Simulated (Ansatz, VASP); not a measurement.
## Te: VASP beside Ansatz

```
Te
1.0
     4.53027    0.00000    0.00000
    -2.26514    3.92333    0.00000
     0.00000    0.00000    5.93743
Te
3
Direct
  0.26840 0.00000 0.33333
  0.00000 0.26840 0.66667
  0.73160 0.73160 0.00000
```

Alike in both runs: task single point; functional PBE; k mesh 8 × 8 × 5; occupations fermi-dirac, width 0.05 eV; no spin polarisation.

|  | VASP | Ansatz |
| --- | --- | --- |
| version | VASP 6.6.1 | Ansatz 0.2.0 |
| potentials or method | VASP PAW PBE potentials, release 64 (Te), cutoff 520 eV | plane waves (420 eV) with PAW, scalar-relativistic |
| valence electrons in the cell | 18 | 48 |

```csv
,VASP,Ansatz,Ansatz less VASP
pressure (GPa),0.0,0.0,0.00
"traceless stress, the component that is largest in VASP (GPa)",0.09,0.08,-0.011
```

VASP's potentials hold 18 valence electrons a cell and Ansatz's 48, so a difference there can come from the potentials and not from the codes.

Neither program's run includes spin-orbit coupling.
